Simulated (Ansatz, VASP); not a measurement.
One calculation of SiO2, two programs

INCAR

```
SYSTEM = SiO2
PREC = Accurate
ENCUT = 520
EDIFF = 1E-8
ISMEAR = -1
SIGMA = 0.02
LREAL = Auto
LASPH = .True.
NELM = 100
ALGO = Normal
ISIF = 2
LWAVE = .False.
LCHARG = .False.
GGA = PE
LEFG = .True.
NBANDS = 63
```

Contents of KPOINTS:

```
Automatic mesh
0
Gamma
  4 4 4
  0 0 0
```

Contents of POSCAR:

```
SiO2
1.0
   -4.4584913300      4.4584913300      4.4584913300
    4.4584913300     -4.4584913300      4.4584913300
    4.4584913300      4.4584913300     -4.4584913300
Si O
6 12
Direct
    0.5000000000      0.7500000000      0.2500000000
    0.7500000000      0.5000000000      0.2500000000
    0.2500000000      0.7500000000      0.5000000000
    0.2500000000      0.5000000000      0.7500000000
    0.5000000000      0.2500000000      0.7500000000
    0.7500000000      0.2500000000      0.5000000000
    0.6626454000      0.3683574800      0.0000000000
    0.2942879200      0.6316425200      0.6316425200
    0.6626454000      0.0000000000      0.3683574800
    0.3683574800      0.6626454000      0.0000000000
    0.0000000000      0.6626454000      0.3683574800
    0.6316425200      0.2942879200      0.6316425200
    0.6316425200      0.6316425200      0.2942879200
    0.0000000000      0.3683574800      0.6626454000
    0.3683574800      0.0000000000      0.6626454000
    0.3373546000      0.3373546000      0.7057120800
    0.7057120800      0.3373546000      0.3373546000
    0.3373546000      0.7057120800      0.3373546000
```

Input for Ansatz:

```yaml
crystal:
  lattice:
    - [-4.45849133, 4.45849133, 4.45849133]
    - [4.45849133, -4.45849133, 4.45849133]
    - [4.45849133, 4.45849133, -4.45849133]
  atoms:
    - { symbol: Si, position: [0.5, 0.75, 0.25] }
    - { symbol: Si, position: [0.75, 0.5, 0.25] }
    - { symbol: Si, position: [0.25, 0.75, 0.5] }
    - { symbol: Si, position: [0.25, 0.5, 0.75] }
    - { symbol: Si, position: [0.5, 0.25, 0.75] }
    - { symbol: Si, position: [0.75, 0.25, 0.5] }
    - { symbol: O, position: [0.6626454, 0.36835748, 0.0] }
    - { symbol: O, position: [0.29428792, 0.63164252, 0.63164252] }
    - { symbol: O, position: [0.6626454, 0.0, 0.36835748] }
    - { symbol: O, position: [0.36835748, 0.6626454, 0.0] }
    - { symbol: O, position: [0.0, 0.6626454, 0.36835748] }
    - { symbol: O, position: [0.63164252, 0.29428792, 0.63164252] }
    - { symbol: O, position: [0.63164252, 0.63164252, 0.29428792] }
    - { symbol: O, position: [0.0, 0.36835748, 0.6626454] }
    - { symbol: O, position: [0.36835748, 0.0, 0.6626454] }
    - { symbol: O, position: [0.3373546, 0.3373546, 0.70571208] }
    - { symbol: O, position: [0.70571208, 0.3373546, 0.3373546] }
    - { symbol: O, position: [0.3373546, 0.70571208, 0.3373546] }
kpoints:
  mp_grid: { grid: [4, 4, 4] }
scf:
  occupations: { method: fermi_dirac, width: 0.02 }
hamiltonian:
  xc: pbe
  pseudopotentials: { kind: paw, frozen_core: stored }
output:
  forces: true
  stress: true
  populations: true
  efg: { quadrupole_moments_barn: { O: -0.02558 } }
```

Alike in both runs: task electric field gradients; functional PBE; k mesh 4 × 4 × 4; occupations fermi-dirac, width 0.02 eV; no spin polarisation.

|  | VASP | Ansatz |
| --- | --- | --- |
| version | VASP 6.6.1 | Ansatz 0.2.0 |
| potentials or method | VASP PAW PBE potentials, release 64 (Si, O) | plane-wave PAW, scalar-relativistic |
| plane-wave cutoff (eV) | 520 | 420 |
| valence electrons in the cell | 96 | 96 |

```tsv
	VASP	Ansatz	Ansatz less VASP
gap on the k mesh at the Fermi level (eV)	5.58	5.58	+0.003
pressure (GPa)	3.1	3.1	-0.04
rms of the force components (eV/Å)	0.108	0.111	+0.0030
size of Vzz on the site where it differs most (V/Å²)	93.6	101.7	+8.13
```

Atom by atom the forces differ by 0.003 eV/Å (rms over components). The functional is the same, so the differences come from potentials, cutoffs and numerics.
